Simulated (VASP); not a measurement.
Set up this calculation in VASP 6.6.1, as the native input.

```yaml
Task: electric field gradients
Functional: PBEsol
Potentials_or_basis: VASP PAW PBE potentials, release 64 (Ba_sv, Ti_sv, O)
Cutoff: 520 eV
k_mesh: 8 × 8 × 8
Occupations: fermi-dirac, width 0.05 eV
Spin: no spin polarisation
Dipole_correction: no
Further_INCAR_settings: ALGO = Normal; EDIFF = 1e-08; NBANDS = 28
```

The structure of BaTiO3 lies in POSCAR:

```
BaTiO3
1.0
    3.8645770000      0.0000000000      0.0000000000
    0.0000000000      2.7519385000      2.8458000000
    0.0000000000     -2.7519385000      2.8458000000
Ba Ti O
1 1 3
Direct
    0.0000000000      0.0000000000      0.0000000000
    0.5000000000      0.5079000000      0.5079000000
    0.0000000000      0.4921000000      0.4921000000
    0.5000000000      0.5025100000      0.9937100000
    0.5000000000      0.9937100000      0.5025100000
```

This cell differs from its parent crystal: equal xx and yy strain of -3 %.

The input as run:

INCAR

```
SYSTEM = BaTiO3
ALGO = Normal
EDIFF = 1E-8
ENCUT = 520
GGA = PS
ISIF = 2
ISMEAR = -1
LASPH = .True.
LCHARG = .False.
LEFG = .True.
LREAL = .False.
LWAVE = .False.
NBANDS = 28
NELM = 100
PREC = Accurate
SIGMA = 0.05
```

KPOINTS

```
k-points
0
Gamma
  8 8 8
  0 0 0
```

Potentials or basis: VASP PAW PBE potentials, release 64 (Ba_sv, Ti_sv, O).

The run is started by

```sh
$ cat potpaw_PBE.64/Ba_sv/POTCAR potpaw_PBE.64/Ti_sv/POTCAR potpaw_PBE.64/O/POTCAR > POTCAR
$ mpirun -np 1 vasp_std > vasp.out
```

It gave:

```
Pressure               : 9.3 GPa
Largest force          : 0.166 eV/Å
Band gap on the k mesh : 1.76 eV, indirect (least direct gap 1.83 eV)
```

Caveat: the cell differs from its parent crystal (equal xx and yy strain of -3 %); without QUAD_EFG the Cq values of the log hold for a quadrupole moment of 1 mb, not for the nuclei; the PAW data sets were made with another functional, which shifts forces and pressure a little; spin-orbit coupling is left out, which moves the levels of the heavy elements.

It took 5 min on 1 thread of AMD EPYC 7R43 64-Core Processor (Zen 3), with other jobs on the host, peak memory 0.26 GiB.
